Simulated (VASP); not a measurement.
# Ga4SiN4 in VASP: single point with PBE

Aim: the single point of Ga4SiN4 with PBE.

Everything below comes from runs of VASP 6.6.1. Logs are shortened: lines on timing, memory, paths and dates and some standing lists are left out, and cuts for length are marked.

## Step 1: The cell of the first run

The cell holds a slab with vacuum, 9 atoms: a = 3.219 Å, b = 3.219 Å, c = 24.028 Å, α = 90.00°, β = 90.00°, γ = 120.00°.

## Step 2: Single point, PBE, collinear spin

INCAR

```
ALGO = Normal
AMIX = 0.1
AMIX_MAG = 0.4
BMIX = 1E-4
BMIX_MAG = 1E-4
DIPOL = 0.5 0.5 0.375
EDIFF = 1E-6
ENCUT = 640
GGA = PE
GGA_COMPAT = F
IDIPOL = 3
ISIF = 2
ISMEAR = 0
ISPIN = 2
KPAR = 4
LASPH = T
LCHARG = F
LDIPOL = T
LORBIT = 11
LREAL = F
LWAVE = F
MAGMOM = 0 0 0 0 0 0 0 0 2
NBANDS = 52
NELM = 300
NELMDL = -8
PREC = Accurate
SIGMA = 0.05
```

KPOINTS

```
k-points
0
Gamma
  9 9 1
```

POSCAR

```
Ga4SiN4
1.0
    3.2186527221      0.0000000000      0.0000000000
   -1.6093263611      2.7874350233      0.0000000000
    0.0000000000      0.0000000000     24.0282017551
N Ga Si
4 4 1
Direct
    0.3333333333      0.6666666667      0.1664710510
    0.6666666667      0.3333333333      0.2755821727
    0.3333333333      0.6666666667      0.3877392400
    0.6666666667      0.3333333333      0.4977427760
    0.6666666667      0.3333333333      0.1933709034
    0.3333333333      0.6666666667      0.3024820251
    0.6666666667      0.3333333333      0.4109595809
    0.3333333333      0.6666666667      0.5213957284
    0.6666666667      1.3333333333      0.6176462213
```

Potentials or basis: VASP PAW PBE potentials, release 64 (N, Ga_d, Si).

Command:

```bash
cat potpaw_PBE.64/N/POTCAR potpaw_PBE.64/Ga_d/POTCAR potpaw_PBE.64/Si/POTCAR > POTCAR
mpirun -np 4 vasp_std > vasp.out
```

OUTCAR:

```text
AMIX = 0.1
   AMIX_MAG = 0.4
   EDIFF = 1E-6
   ENCUT = 640
   GGA = PE
   ISIF = 2
   ISMEAR = 0
   ISPIN = 2
   LASPH = T
   LORBIT = 11
   LREAL = F
   NELM = 300
   NELMDL = -8
   PREC = Accurate

 ion  position               nearest neighbor table
   1  0.333  0.667  0.166-   5 1.97   5 1.97   5 1.97
   2  0.667  0.333  0.276-   6 1.97   6 1.97   6 1.97   5 1.98
   3  0.333  0.667  0.388-   7 1.94   7 1.94   7 1.94   6 2.05
   4  0.667  0.333  0.498-   8 1.94   8 1.94   8 1.94   7 2.09
   5  0.667  0.333  0.193-   1 1.97   1 1.97   1 1.97   2 1.98
   6  0.333  0.667  0.302-   2 1.97   2 1.97   2 1.97   3 2.05
   7  0.667  0.333  0.411-   3 1.94   3 1.94   3 1.94   4 2.09
   8  0.333  0.667  0.521-   4 1.94   4 1.94   4 1.94   9 2.97   9 2.97   9 2.97
   9  0.667  0.333  0.618-   8 2.97   8 2.97   8 2.97

  LATTYP: Found a hexagonal cell.
 ALAT       =     3.2186527221
 C/A-ratio  =     7.4652980081

  Lattice vectors:

 A1 = (   3.2186527221,   0.0000000000,   0.0000000000)
 A2 = (  -1.6093263611,   2.7874350233,   0.0000000000)
 A3 = (   0.0000000000,   0.0000000000,  24.0282017551)

Analysis of symmetry for initial positions (statically):
=====================================================================
 Subroutine PRICEL returns:
 Original cell was already a primitive cell.

 Routine SETGRP: Setting up the symmetry group for a
 hexagonal supercell.

 Subroutine GETGRP returns: Found  6 space group operations
 (whereof  6 operations were pure point group operations)
 out of a pool of 24 trial point group operations.

The static configuration has the point symmetry C_3v.

Analysis of symmetry for dynamics (positions and initial velocities):
=====================================================================
 Subroutine PRICEL returns:
 Original cell was already a primitive cell.

 Routine SETGRP: Setting up the symmetry group for a
 hexagonal supercell.

 Subroutine GETGRP returns: Found  6 space group operations
 (whereof  6 operations were pure point group operations)
 out of a pool of 24 trial point group operations.

The dynamic configuration has the point symmetry C_3v.

Analysis of structural, dynamic, and magnetic symmetry:
=====================================================================
 Subroutine PRICEL returns:
[... 161 lines left out ...]
  free energy    TOTEN  =       -49.88702516 eV

  energy without entropy =      -49.87956685  energy(sigma->0) =      -49.88329601

 E-fermi :   0.5550     XC(G=0):  -6.6380

 val. band max:        0.5538117329   @ k =   0.3333   0.1111   0.0000
 cond. band min:       0.5770766947   @ k =   0.2222   0.2222   0.0000
 fundamental gap:      0.0232649619
 Fermi energy:         0.5549868518

 spin component 1

 k-point     1 :       0.0000    0.0000    0.0000
  band No.  band energies     occupation
      1     -16.7204      1.00000
      2     -16.3080      1.00000
      3     -15.6390      1.00000
      4     -14.7492      1.00000
      5     -14.7492      1.00000
      6     -14.5391      1.00000
[... 625 lines left out ...]
     49       7.7575      0.00000
     50       8.4353      0.00000
 Fermi energy:         0.5549868518

 spin component 2

 k-point     1 :       0.0000    0.0000    0.0000
  band No.  band energies     occupation
      1     -16.7268      1.00000
      2     -16.3085      1.00000
      3     -15.6006      1.00000
      4     -14.7501      1.00000
      5     -14.7501      1.00000
      6     -14.5417      1.00000
[... 625 lines left out ...]
     49       7.8451      0.00000
     50       8.6010      0.00000
 [bands above 50 left out]

------------------------ aborting loop because EDIFF is reached ----------------------------------------

 vacuum level on the upper side and lower side of the slab       (xc-potential included)        -1.342         1.081

  FORCE on cell =-STRESS in cart. coord.  units (eV):
  Direction    XX          YY          ZZ          XY          YZ          ZX
  --------------------------------------------------------------------------------------
  -------------------------------------------------------------------------------------
  Total       -2.4310374     -2.4310374     -0.5396002      0.0000000      0.0000000      0.0000000
  in kB      -18.0676672    -18.0676672     -4.0103525      0.0000000      0.0000000      0.0000000
  external PRESSURE =     -13.3818957 kB  Pullay stress =       0.0000000 kB

 VOLUME and BASIS-vectors are now :
 -----------------------------------------------------------------------------
  energy-cutoff  :      640.00
  volume of cell :      215.58
      direct lattice vectors                 reciprocal lattice vectors
     3.218652722  0.000000000  0.000000000     0.310689001  0.179376379  0.000000000
    -1.609326361  2.787435023  0.000000000     0.000000000  0.358752757  0.000000000
     0.000000000  0.000000000 24.028201755     0.000000000  0.000000000  0.041617763

 POSITION                                       TOTAL-FORCE (eV/Angst)
 -----------------------------------------------------------------------------------
     -0.00000      1.85829      4.00000         0.000000     -0.000000      1.734079
      1.60933      0.92915      6.62174        -0.000000      0.000000      1.263157
     -0.00000      1.85829      9.31668         0.000000     -0.000000     -0.388200
      1.60933      0.92915     11.95986         0.000000     -0.000000     -1.223310
      1.60933      0.92915      4.64636        -0.000000      0.000000     -2.371776
     -0.00000      1.85829      7.26810        -0.000000     -0.000000     -0.485487
      1.60933      0.92915      9.87462         0.000000     -0.000000      0.472127
     -0.00000      1.85829     12.52820         0.000000      0.000000      0.996070
      1.60933      0.92915     14.84093         0.000000     -0.000000      0.003340
 -----------------------------------------------------------------------------------
    total drift:                                0.000000      0.000000     -0.000087

  FREE ENERGIE OF THE ION-ELECTRON SYSTEM (eV)
  ---------------------------------------------------
  free  energy   TOTEN  =       -49.8870251638 eV

  energy  without entropy=      -49.8795668542  energy(sigma->0) =      -49.88329601

 vacuum level on the upper side and lower side of the slab         4.916         7.386

 total charge

# of ion       s       p       d       tot
------------------------------------------
    1        1.259   2.327   0.000   3.585
    2        1.232   2.470   0.000   3.702
    3        1.225   2.485   0.000   3.711
    4        1.240   2.458   0.000   3.698
    5        0.792   0.850  10.151  11.793
    6        0.784   0.838  10.149  11.771
    7        0.790   0.855  10.161  11.805
    8        0.801   0.822  10.125  11.747
    9        0.922   0.554   0.000   1.475
--------------------------------------------------
tot          9.046  13.656  40.586  63.288

 magnetization (x)

# of ion       s       p       d       tot
------------------------------------------
    1        0.018   0.364   0.000   0.383
    2       -0.001   0.025   0.000   0.024
    3       -0.001   0.001   0.000   0.000
    4       -0.002  -0.005   0.000  -0.007
    5       -0.011   0.004   0.022   0.014
    6       -0.000   0.001   0.001   0.002
    7       -0.001  -0.002   0.000  -0.003
    8       -0.001  -0.003  -0.001  -0.004
    9       -0.000  -0.016   0.000  -0.016
--------------------------------------------------
tot          0.001   0.369   0.022   0.392
```

OSZICAR:

```text
N       E                     dE             d eps       ncg     rms          rms(c)
DAV:   1     0.890954539075E+03    0.89095E+03   -0.38899E+04  2852   0.229E+03
DAV:   2     0.128215012913E+03   -0.76274E+03   -0.70625E+03  2640   0.660E+02
[... 13 lines left out ...]
DAV:  74    -0.498870334067E+02   -0.14736E-05   -0.26313E-05  2560   0.381E-02    0.507E-02
DAV:  75    -0.498870320918E+02    0.13150E-05   -0.24689E-05  2856   0.395E-02    0.213E-02
DAV:  76    -0.498870296223E+02    0.24695E-05   -0.13976E-05  2872   0.284E-02    0.137E-02
DAV:  77    -0.498870278723E+02    0.17500E-05   -0.62712E-06  3088   0.147E-02    0.180E-02
DAV:  78    -0.498870243354E+02    0.35369E-05   -0.69033E-06  2180   0.167E-02    0.296E-02
DAV:  79    -0.498870251638E+02   -0.82833E-06   -0.64585E-06  1672   0.191E-02
   1 F= -.49887025E+02 E0= -.49883296E+02  d E =-.745831E-02  mag=     0.5380
```

It took 16 min on 4 MPI ranks of Intel Xeon Platinum 8259CL at 2.50GHz (Skylake/Cascade Lake), shared host; peak memory 0.71 GiB.

Results:

- Free energy: -49.8870 eV
- Largest force: 2.372 eV/Å
- Net moment: 0.54 μB per cell
- Site moments: N +0.38, +0.02, +0.00, -0.01; Ga +0.01, +0.00, -0.00 (each value once); Si -0.02 μB
- Valence electrons inside the program's atomic spheres: N 3.58, 3.70, 3.71 (each value once); Ga 11.79, 11.77, 11.80, 11.75; Si 1.48

Forces on the atoms (eV/Å):
```
N    0.000  0.000  1.734
N    0.000  0.000  1.263
N    0.000  0.000 -0.388
N    0.000  0.000 -1.223
Ga   0.000  0.000 -2.372
Ga   0.000  0.000 -0.485
Ga   0.000  0.000  0.472
Ga   0.000  0.000  0.996
Si   0.000  0.000  0.003
```

Caveat: a moment this small can come from the mesh or the smearing.
